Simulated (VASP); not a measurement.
Write the native input for VASP 6.6.1 that does the following.

- Task: single point
- Functional: PBE
- Potentials or basis: VASP PAW PBE potentials, release 64 (Sr_sv, Ta_pv, O)
- Cutoff: 520 eV
- k mesh: 10 × 10 × 10
- Occupations: gaussian, width 0.1 eV
- Spin: no spin polarisation
- Dipole correction: no
- Further INCAR settings: ALGO = Normal; EDIFF = 1e-06; NBANDS = 30

The structure of SrTa2O2 lies in POSCAR:

```
SrTa2O2
1.0
   -3.0848330383      3.0848330383      2.8084625940
    3.0848330383     -3.0848330383      2.8084625940
    3.0848330383      3.0848330383     -2.8084625940
Sr Ta O
1 2 2
Direct
    0.0000000000      0.0000000000      0.0000000000
    0.5000000000      0.0000000000      0.5000000000
    0.0000000000      0.5000000000      0.5000000000
    0.6197003030      0.6197003030      0.0000000000
    0.3802996970      0.3802996970      0.0000000000
```

The cell was built from a structure type or drawn by symmetry, and may not be a known phase.

One way to write it, as run:

INCAR

```
PREC = Accurate
ENCUT = 520
EDIFF = 1E-6
ISMEAR = 0
SIGMA = 0.1
LREAL = F
LASPH = T
NELM = 100
ALGO = Normal
ISIF = 2
LWAVE = F
LCHARG = T
GGA = PE
LELF = T
LVHAR = T
NBANDS = 30
```

KPOINTS

```
Automatic mesh
0
Gamma
  10 10 10
```

Potentials or basis: VASP PAW PBE potentials, release 64 (Sr_sv, Ta_pv, O).

The run is started by

```sh
$ cat potpaw_PBE.64/Sr_sv/POTCAR potpaw_PBE.64/Ta_pv/POTCAR potpaw_PBE.64/O/POTCAR > POTCAR
$ mpirun -np 1 vasp_std > vasp.out
```

Results of the run:

- Pressure: 0.5 GPa
- Largest force: 0.191 eV/Å
- Band gap on the k mesh: zero (bands 22 and 23 overlap by 0.49 eV)

Caveat: spin-orbit coupling is left out, which moves the levels of the heavy elements.

Wall time 6.1 min on 1 thread of Intel(R) Xeon(R) Platinum 8488C (Sapphire Rapids) (shared host), peak memory 0.46 GiB.
